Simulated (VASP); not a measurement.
# Cs7Sn8I23 (a cell with a defect) in VASP: single point with PBEsol

Aim: the single point of Cs7Sn8I23 (a cell with a defect) with PBEsol.

Everything below comes from runs of VASP 6.6.1. Logs are shortened: lines on timing, memory, paths and dates and some standing lists are left out, and cuts for length are marked.

### Step 1. The cell of the first run

The cell holds a defect, 38 atoms: a = 12.314 Å, b = 12.314 Å, c = 12.314 Å, α = 90.00°, β = 90.00°, γ = 90.00°.

### Step 2. Single point, PBEsol

INCAR

```
PREC     = Accurate       # precision mode
ENCUT    = 400            # plane-wave cutoff, eV
EDIFF    = 1E-6           # SCF threshold, eV
ISMEAR   = -1             # smearing method
SIGMA    = 0.05           # smearing width, eV
LREAL    = Auto         
LASPH    = T              # aspherical terms in the spheres
NELM     = 120            # most SCF steps
ALGO     = Normal         # electronic algorithm
ISIF     = 2              # what is computed and relaxed
LWAVE    = F              # write WAVECAR
LCHARG   = F              # write CHGCAR
GGA      = PS             # functional
ISYM     = -1           
NBANDS   = 193            # bands
GGA_COMPAT= F
```

KPOINTS

```
explicit points
1
Reciprocal
  0.25000000   0.25000000   0.25000000 1
```

POSCAR

```
Cs7Sn8I23
1.0
   12.3144620000      0.0000000000      0.0000000000
    0.0000000000     12.3144620000      0.0000000000
    0.0000000000      0.0000000000     12.3144620000
Cs Sn I
7 8 23
Direct
    0.9856340000      0.9842740000      0.9929750000
    0.9927180000      0.9887520000      0.4912010000
    0.9917430000      0.5213680000      0.9973510000
    0.9607410000      0.5015390000      0.4976860000
    0.5244950000      0.9932270000      0.9983430000
    0.5073860000      0.9653030000      0.4977060000
    0.5133070000      0.5227220000      0.0016700000
    0.2547180000      0.2549720000      0.2629360000
    0.2528160000      0.2528110000      0.7435850000
    0.2506620000      0.7531580000      0.2507290000
    0.2498710000      0.7512970000      0.7514530000
    0.7527300000      0.2500790000      0.2504030000
    0.7511430000      0.2488290000      0.7515560000
    0.7496570000      0.7489320000      0.2494480000
    0.7486450000      0.7476310000      0.7478540000
    0.2359990000      0.2387700000      0.5033170000
    0.2433520000      0.7540390000      0.0015400000
    0.2462350000      0.7637640000      0.5014720000
    0.7537680000      0.2403680000      0.0015810000
    0.7627300000      0.2442040000      0.5015170000
    0.7535120000      0.7538500000      0.9990790000
    0.7542930000      0.7524230000      0.4990370000
    0.0033120000      0.2505920000      0.2417880000
    0.0034070000      0.2515980000      0.7705710000
    0.9999590000      0.7510150000      0.2498670000
    0.9994270000      0.7493340000      0.7494020000
    0.4986670000      0.2449670000      0.2313050000
    0.4989270000      0.2427980000      0.7704480000
    0.5005230000      0.7587930000      0.2398120000
    0.4997580000      0.7599370000      0.7596380000
    0.2471230000      0.0037060000      0.2418190000
    0.2451890000      0.0034490000      0.7697770000
    0.2482880000      0.4988650000      0.2292940000
    0.2492830000      0.4987000000      0.7736530000
    0.7536810000      0.9992480000      0.2511260000
    0.7547600000      0.9986500000      0.7482500000
    0.7559780000      0.4999050000      0.2384600000
    0.7550880000      0.4990470000      0.7602100000
```

Potentials or basis: VASP PAW PBE potentials, release 64 (Cs_sv, Sn_d, I).

Started as:

```bash
> cat potpaw_PBE.64/Cs_sv/POTCAR potpaw_PBE.64/Sn_d/POTCAR potpaw_PBE.64/I/POTCAR > POTCAR
> mpirun -np 1 vasp_std > vasp.out
```

OUTCAR:

```text
PREC = Accurate
   ENCUT = 400
   EDIFF = 1E-6
   ISMEAR = -1
   LREAL = Auto
   LASPH = T
   NELM = 120
   ISIF = 2
   GGA = PS
   ISYM = -1

 ion  position               nearest neighbor table
   1  0.986  0.984  0.993-
   2  0.993  0.989  0.491-
   3  0.992  0.521  0.997-
   4  0.961  0.502  0.498-
   5  0.524  0.993  0.998-
   6  0.507  0.965  0.498-
   7  0.513  0.523  0.002-
   8  0.255  0.255  0.263-  16 2.98  27 3.03  33 3.03  31 3.11  23 3.11
   9  0.253  0.253  0.744-  16 2.97  34 3.05  28 3.05  32 3.09  24 3.09
  10  0.251  0.753  0.251-  17 3.07  29 3.08  25 3.09  31 3.09  18 3.09  33 3.14
  11  0.250  0.751  0.751-  30 3.08  17 3.08  18 3.08  26 3.08  32 3.11  34 3.12
  12  0.753  0.250  0.250-  19 3.07  37 3.08  23 3.09  35 3.09  20 3.10  27 3.14
  13  0.751  0.249  0.752-  19 3.08  36 3.08  20 3.08  38 3.08  28 3.12  24 3.12
  14  0.750  0.749  0.249-  37 3.07  29 3.07  22 3.07  25 3.08  35 3.08  21 3.08
  15  0.749  0.748  0.748-  22 3.07  38 3.07  30 3.07  26 3.09  36 3.09  21 3.10
  16  0.236  0.239  0.503-   9 2.97   8 2.98
  17  0.243  0.754  0.002-  10 3.07  11 3.08
  18  0.246  0.764  0.501-  11 3.08  10 3.09
  19  0.754  0.240  0.002-  12 3.07  13 3.08
  20  0.763  0.244  0.502-  13 3.08  12 3.10
  21  0.754  0.754  0.999-  14 3.08  15 3.10
[... 15 lines left out ...]
  37  0.756  0.500  0.238-  14 3.07  12 3.08
  38  0.755  0.499  0.760-  15 3.07  13 3.08

IMPORTANT INFORMATION: All symmetrisations will be switched off!
NOSYMM: (Re-)initialisation of all symmetry stuff for point group C_1.

----------------------------------------------------------------------------------------

                                     Primitive cell

  volume of cell :    1867.4386

  direct lattice vectors                    reciprocal lattice vectors
    12.314462000  0.000000000  0.000000000     0.081205334  0.000000000  0.000000000
     0.000000000 12.314462000  0.000000000     0.000000000  0.081205334  0.000000000
     0.000000000  0.000000000 12.314462000     0.000000000  0.000000000  0.081205334

  length of vectors
    12.314462000 12.314462000 12.314462000     0.081205334  0.081205334  0.081205334

  position of ions in fractional coordinates (direct lattice)
     0.985634000  0.984274000  0.992975000
     0.992718000  0.988752000  0.491201000
     0.991743000  0.521368000  0.997351000
     0.960741000  0.501539000  0.497686000
     0.524495000  0.993227000  0.998343000
     0.507386000  0.965303000  0.497706000
[... 30 lines left out ...]
     0.755978000  0.499905000  0.238460000
     0.755088000  0.499047000  0.760210000

  ion indices of the primitive-cell ions
   primitive index   ion index
                 1           1
                 2           2
                 3           3
                 4           4
                 5           5
                 6           6
[... 30 lines left out ...]
                37          37
                38          38

----------------------------------------------------------------------------------------

 KPOINTS: explicit points

Read explicit list of k-points.

 Found      1 k-points:

 Following reciprocal coordinates:
            Coordinates               Weight
  0.250000  0.250000  0.250000      1.000000
   k-points           NKPTS =      1   k-points in BZ     NKDIM =      1   number of bands    NBANDS=    193
   number of dos      NEDOS =    301   number of ions     NIONS =     38
   total plane-waves  NPLWV = 512000
   dimension x,y,z NGX =    80 NGY =   80 NGZ =   80
   dimension x,y,z NGXF=   160 NGYF=  160 NGZF=  160
   ions per type =               7   8  23
   NGX,Y,Z   is equivalent  to a cutoff of  10.80, 10.80, 10.80 a.u.
   NGXF,Y,Z  is equivalent  to a cutoff of  21.60, 21.60, 21.60 a.u.
 SYSTEM =  unknown system
   PREC   = accura    normal or accurate (medium, high low for compatibility)
   ISTART =      0    job   : 0-new  1-cont  2-samecut
   ICHARG =      2    charge: 1-file 2-atom 10-const
   ISPIN  =      1    spin polarized calculation?
   LNONCOLLINEAR =      F non collinear calculations
   LSORBIT =      F    spin-orbit coupling
   LASPH  =      T    aspherical Exc in radial PAW
   ENCUT  =  400.0 eV  29.40 Ry    5.42 a.u.  20.08 20.08 20.08*2*pi/ulx,y,z
   NELM   =    120;   NELMIN=  2; NELMDL= -5     # of ELM steps
   EDIFF  = 0.1E-05   stopping-criterion for ELM
   LREAL  =      T    real-space projection
   EDIFFG = 0.1E-04   stopping-criterion for IOM
   NSW    =      0    number of steps for IOM
   IBRION =     -1    ionic relax: 0-MD 1-quasi-New 2-CG
   NFREE  =      0    steps in history (QN), initial steepest desc. (CG)
   ISIF   =      2    stress and relaxation
   ISYM   =     -1    0-nonsym 1-usesym 2-fastsym
   POTIM  = 0.5000    time-step for ionic-motion
   TEBEG  =    0.0;   TEEND  =   0.0 temperature during run
   PSTRESS=    0.0 pullay stress
   NELECT =     336.0000    total number of electrons
   NUPDOWN=      -1.0000    fix difference up-down
   EMIN   =  10.00;   EMAX   =-10.00  energy-range for DOS
   EFERMI =   0.00;   METHOD = LEGACY
   ISMEAR =    -1;   SIGMA  =   0.05  broadening in eV -4-tet -1-fermi 0-gaus
   EFERMI_NEDOS =   21; number of points for ismear=-14 and -15
   IALGO  =     38    algorithm
   IMIX   =      4    mixing-type and parameters
     AMIX     =   0.40;   BMIX     =  1.00
     AMIX_MAG =   1.60;   BMIX_MAG =  1.00
  volume/ion in A,a.u.               =      49.14       331.63
  Fermi-wavevector in a.u.,A,eV,Ry     =   0.924214  1.746511 11.621706  0.854171
  Thomas-Fermi vector in A             =   2.049935
   LORBIT       =      0    0 simple, 1 ext, 2 COOP (PROOUT), +10 PAW based schemes
   GGA     = PS    functional components
   LHFCALC =     F    Hartree Fock is set to
   AEXX    =    0.0000 exact exchange contribution
   IVDW    =     0    specifies the selected vdW correction
   LEPSILON=     F    determine dielectric tensor
   LRPA    =     F    only Hartree local field effects (RPA)
 non-spin polarized calculation
  energy-cutoff  :      400.00
  volume of cell :     1867.44
 maximum number of plane-waves:     33935
 NGX is ok and might be reduce to    80
   NGX = 41   NGY = 41   NGZ = 41

 number of electron     336.0000041 magnetization

 Free energy of the ion-electron system (eV)
  ---------------------------------------------------
  ext. energy  EPLUGINS =         0.00000000
  ---------------------------------------------------
  free energy    TOTEN  =      -114.48869127 eV

  energy without entropy =     -114.48869077  energy(sigma->0) =     -114.48869102

 E-fermi :   2.2498     XC(G=0):  -7.4711

 val. band max:        1.4635821541   @ k =   0.2500   0.2500   0.2500
 cond. band min:       3.0355722809   @ k =   0.2500   0.2500   0.2500
 fundamental gap:      1.5719901268
 Fermi energy:         2.2498116928

 k-point     1 :       0.2500    0.2500    0.2500
  band No.  band energies     occupation
      1     -19.6921      2.00000
      2     -19.6864      2.00000
      3     -19.6776      2.00000
      4     -19.6727      2.00000
      5     -19.6424      2.00000
      6     -19.6413      2.00000
[... 172 lines left out ...]
    179       4.2449      0.00000
    180       4.2756      0.00000
 [bands above 180 left out]

------------------------ aborting loop because EDIFF is reached ----------------------------------------

  FORCE on cell =-STRESS in cart. coord.  units (eV):
  Direction    XX          YY          ZZ          XY          YZ          ZX
  --------------------------------------------------------------------------------------
  -------------------------------------------------------------------------------------
  Total       -3.9161151     -3.9191760     -4.7734915     -0.6236489     -0.4773892     -0.4776906
  in kB       -3.3598486     -3.3624746     -4.0954385     -0.5350623     -0.4095783     -0.4098368
  external PRESSURE =      -3.6059206 kB  Pullay stress =       0.0000000 kB

 VOLUME and BASIS-vectors are now :
 -----------------------------------------------------------------------------
  energy-cutoff  :      400.00
  volume of cell :     1867.44
      direct lattice vectors                 reciprocal lattice vectors
    12.314462000  0.000000000  0.000000000     0.081205334  0.000000000  0.000000000
     0.000000000 12.314462000  0.000000000     0.000000000  0.081205334  0.000000000
     0.000000000  0.000000000 12.314462000     0.000000000  0.000000000  0.081205334

 POSITION                                       TOTAL-FORCE (eV/Angst)
 -----------------------------------------------------------------------------------
     12.13755     12.12080     12.22795        -0.000680      0.000071      0.000848
     12.22479     12.17595      6.04888        -0.006206     -0.004157     -0.001074
     12.21278      6.42037     12.28184        -0.007143      0.000397      0.003893
     11.83101      6.17618      6.12874         0.004807      0.001461     -0.001753
      6.45887     12.23106     12.29406        -0.000207     -0.006893      0.002508
      6.24819     11.88719      6.12898         0.000395      0.003538     -0.000342
[... 30 lines left out ...]
      9.30946      6.15606      2.93651         0.003194     -0.000880     -0.006372
      9.29850      6.14550      9.36158         0.002027     -0.005377      0.005392
 -----------------------------------------------------------------------------------
    total drift:                                0.013641      0.001450     -0.011762

  FREE ENERGIE OF THE ION-ELECTRON SYSTEM (eV)
  ---------------------------------------------------
  free  energy   TOTEN  =      -114.4886912663 eV

  energy  without entropy=     -114.4886907652  energy(sigma->0) =     -114.48869102
```

Wall time 6.2 min (1 thread of Intel Xeon Platinum 8375C at 2.90GHz (Ice Lake), shared host); peak memory 1 GiB.

Results:

```
Free energy            : -114.4887 eV
Pressure               : -0.4 GPa
Largest force          : 0.012 eV/Å
Band gap on the k mesh : 1.57 eV
```

Forces in eV/Å, atoms in the order of the input:
```
Cs  -0.001  0.000  0.001
Cs  -0.006 -0.004 -0.001
Cs  -0.007  0.000  0.004
Cs   0.005  0.001 -0.002
Cs   0.000 -0.007  0.003
Cs   0.000  0.004  0.000
Cs   0.002  0.001 -0.002
Sn  -0.003 -0.001 -0.010
Sn  -0.002 -0.002  0.011
Sn   0.007  0.000  0.002
Sn   0.002 -0.002  0.004
Sn  -0.001  0.006  0.005
Sn  -0.002  0.008  0.007
Sn  -0.001  0.000  0.012
Sn  -0.001  0.004 -0.001
I   -0.001  0.002  0.003
I   -0.002  0.000 -0.003
I   -0.001 -0.001 -0.002
I    0.001 -0.003 -0.006
I   -0.003  0.001 -0.009
I    0.003  0.001 -0.005
I   -0.005 -0.002 -0.004
I    0.002  0.006  0.001
I    0.002  0.004  0.001
I   -0.002  0.002  0.005
I   -0.001 -0.007 -0.010
I    0.005 -0.005  0.002
I    0.002 -0.003 -0.003
I   -0.003  0.003 -0.004
I   -0.002  0.002  0.002
I    0.001  0.000  0.000
I    0.002 -0.001  0.001
I   -0.001  0.003  0.003
I    0.001 -0.002 -0.004
I    0.002 -0.001  0.003
I    0.004 -0.003 -0.004
I    0.003 -0.001 -0.006
I    0.002 -0.005  0.005
```

Stress tensor (GPa, compression positive):
```
-0.34 -0.05 -0.04
-0.05 -0.34 -0.04
-0.04 -0.04 -0.41
```

Caveat: the PAW data sets were made with another functional, which shifts forces and pressure a little; spin-orbit coupling is left out, which moves the levels of the heavy elements.
